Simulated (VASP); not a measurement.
Pd: single point with r2SCAN

The system is Pd.

```
Pd
1.0
     0.00000    1.95585    1.95585
     1.95585    0.00000    1.95585
     1.95585    1.95585    0.00000
Pd
1
Cartesian
  0.0000 0.0000 0.0000
```

```
Program             : VASP 6.6.1
Task                : single point
Functional          : r2SCAN
Potentials or basis : VASP PAW PBE potentials, release 64 (Pd)
Cutoff              : 520 eV
k mesh              : 15 × 15 × 15
Occupations         : fermi-dirac, width 0.1 eV
Spin                : no spin polarisation
```

* Pressure: 0.3 GPa
* Band gap on the k mesh: zero (band 5 reaches 9.63 eV, above the bottom of band 6 at 8.02 eV)

Levels at points of the mesh, in eV from the Fermi level:
```
           k point  band 2  band 3  band 4  band 5  band 6  band 7  band 8  band 9
(0.00, 0.00, 0.00)   -2.87   -2.87   -2.87   -1.30   -1.30   18.00   22.47   22.90
```

It took 36 s on 1 thread of Intel(R) Xeon(R) Platinum 8559C (Emerald Rapids), on a shared host, peak memory 0.15 GiB.

Caveat: the PAW data sets were made with another functional, which shifts forces and pressure a little.
